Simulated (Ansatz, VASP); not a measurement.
## Two plane-wave programs on TiO

```
Ti O
1.0
     0.00000    2.28960    2.28960
     2.28960    0.00000    2.28960
     2.28960    2.28960    0.00000
Ti O
1 1
Direct
  0.00000 0.00000 0.00000
  0.25000 0.25000 0.25000
```

Alike in both runs: task relaxation of cell and atoms; functional PBEsol; k mesh 16 × 16 × 16; occupations gaussian, width 0.1 eV; collinear spin.

|  | VASP | Ansatz |
| --- | --- | --- |
| version | VASP 6.6.1 | Ansatz 0.2.0 |
| potentials or method | VASP PAW PBE potentials, release 64 (Ti_sv, O), cutoff 600 eV | scalar-relativistic, plane waves, PAW |
| valence electrons in the cell | 18 | 18 |

```csv
,VASP,Ansatz,Ansatz less VASP
"gap on the k mesh at the Fermi level, each at its own relaxed structure (eV)",none,none,-
net moment per atom (μB),0.01,0.00,-0.008
relaxed volume (Å³/atom),12.04,12.01,-0.032
relaxed cell length with the largest relative difference (Å),3.241,3.238,-0.0029
```

VASP's potentials were made for PBE, not for PBEsol. A gap of «none» marks a metal or a gap that the smearing closes. Ansatz's warnings: seeded moment not kept.
